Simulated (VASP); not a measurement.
TiSb2, 6 atoms in the cell. It takes space group I4/mcm (No. 140, tetragonal). The conventional cell has a = 6.452 Å, b = 6.452 Å, c = 5.499 Å, α = 90.00°, β = 90.00°, γ = 90.00°. Within 3.6 Å of Ti (site symmetry 422) lie 2 Ti at 2.75 Å and 8 Sb at 2.81 Å. Within 3.7 Å of Sb (site symmetry m2m) lie 11 Sb at 2.80 to 3.46 Å and 4 Ti at 2.81 Å.  This cell differs from its parent crystal: volume scaled by 0.91, then relaxed in part.

| Property | Result |
| --- | --- |
| Program | VASP 6.6.1 |
| Task | single point |
| Functional | PBEsol |
| Potentials or basis | VASP PAW PBE potentials, release 64 (Ti_sv, Sb) |
| Cutoff | 520 eV |
| k mesh | 8 × 8 × 8 |
| Occupations | gaussian, width 0.1 eV |
| Spin | no spin polarisation |
| Dipole correction | no |
| Further INCAR settings | ALGO = Normal; EDIFF = 1e-07; NBANDS = 31 |

Potentials or basis: VASP PAW PBE potentials, release 64 (Ti_sv, Sb).

Launch:

```bash
$ cat potpaw_PBE.64/Ti_sv/POTCAR potpaw_PBE.64/Sb/POTCAR > POTCAR
$ mpirun -np 1 vasp_std > vasp.out
```

Hardware: 1 thread of Intel(R) Xeon(R) Platinum 8488C (Sapphire Rapids) (shared host).

Q: Estimate the wall time of this run.

A: Wall time 4.8 min on 1 thread of Intel(R) Xeon(R) Platinum 8488C (Sapphire Rapids), on a shared host, peak memory 0.36 GiB. Counts: scf iterations 15, k points 59.
